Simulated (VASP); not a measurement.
Wanted: the native input for a VASP 6.6.1 run.

```
Task                   : single point
Functional             : r2SCAN
Potentials or basis    : VASP PAW PBE potentials, release 64 (Eu)
Cutoff                 : 520 eV
k mesh                 : 7 × 7 × 7
Occupations            : fermi-dirac, width 0.1 eV
Spin                   : collinear spin, ferromagnetic start
Starting moments       : [4.9] μB
Dipole correction      : no
Further INCAR settings : ALGO = Normal; EDIFF = 1e-07; NBANDS = 18
```

Eu:

```xyz
1
Lattice="0.0000 2.7893 2.7893 2.7893 0.0000 2.7893 2.7893 2.7893 0.0000" Properties=species:S:1:pos:R:3 pbc="T T T"
Eu    0.0000    0.0000    0.0000
```

One way to write it, as run:

POSCAR

```
Eu
1.0
    0.0000000000      2.7893026900      2.7893026900
    2.7893026900      0.0000000000      2.7893026900
    2.7893026900      2.7893026900      0.0000000000
Eu
1
Direct
    0.0000000000      0.0000000000      0.0000000000
```

INCAR.step1

```
PREC = Accurate ; ENCUT = 520
ISMEAR = -1 ; SIGMA = 0.1
LREAL = F ; LASPH = T
NELM = 150 ; ISPIN = 2
MAGMOM = 4.9 ; LMAXMIX = 6
NBANDS = 18 ; GGA = PE
ALGO = Normal ; EDIFF = 1E-4
LWAVE = T ; LCHARG = F
```

INCAR.step2

```
PREC = Accurate ; ENCUT = 520
EDIFF = 1E-7 ; ISMEAR = -1
SIGMA = 0.1 ; LREAL = F
LASPH = T ; NELM = 150
ALGO = Normal ; ISIF = 2
LWAVE = F ; LCHARG = F
ISPIN = 2 ; MAGMOM = 4.9
LORBIT = 11 ; LMAXMIX = 6
METAGGA = R2SCAN ; LMIXTAU = T
NBANDS = 18 ; ISTART = 1
```

KPOINTS

```
Automatic mesh
0
Gamma
  7 7 7
```

Potentials or basis: VASP PAW PBE potentials, release 64 (Eu).

Command:

```bash
$ cat potpaw_PBE.64/Eu/POTCAR > POTCAR
$ cp INCAR.step1 INCAR
$ mpirun -np 1 vasp_std > vasp.out
$ cp INCAR.step2 INCAR
$ mpirun -np 1 vasp_std > vasp.out
```

Results of the run:

The pressure is -0.7 GPa and the net moment is 7.86 μB per cell. The site moments are Eu +6.73 μB. The valence electrons inside the program's atomic spheres are Eu 14.79.

Caveat: the PAW data sets were made with another functional, which shifts forces and pressure a little.

Wall time 2.8 min on 1 thread of Intel(R) Xeon(R) Platinum 8559C (Emerald Rapids), with other jobs on the host, peak memory 0.22 GiB.
